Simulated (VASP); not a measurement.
A run of VASP 6.6.1:

The input INCAR:

```
PREC = Accurate
ENCUT = 520
EDIFF = 1E-7
ISMEAR = 0
SIGMA = 0.15
LREAL = False
LASPH = True
NELM = 80
ALGO = Normal
ISIF = 2
LWAVE = False
LCHARG = False
GGA = PS
NBANDS = 15
```

KPOINTS

```
Automatic mesh
0
Gamma
  24 24 24
```

The input POSCAR:

```
TaN
1.0
    0.0000000000      2.3519330584      2.1878447055
    2.1878447055      0.0000000000      2.1878447055
    2.1878447055      2.3519330584      0.0000000000
Ta N
1 1
Direct
    0.5000000000      0.5000000000      0.5000000000
    0.0000000000      0.0000000000      0.0000000000
```

Potentials or basis: VASP PAW PBE potentials, release 64 (Ta_pv, N).

The run is started by

```console
$ cat potpaw_PBE.64/Ta_pv/POTCAR potpaw_PBE.64/N/POTCAR > POTCAR
$ mpirun -np 1 vasp_std > vasp.out
```

Hardware: 1 thread of AMD EPYC 9R45 (Zen 5), with other jobs on the host.

Task: How long does it take, and how much memory?

Result: Wall time 2.3 min on 1 thread of AMD EPYC 9R45 (Zen 5) (shared host), peak memory 0.42 GiB. Counts: scf iterations 13, k points 1063.
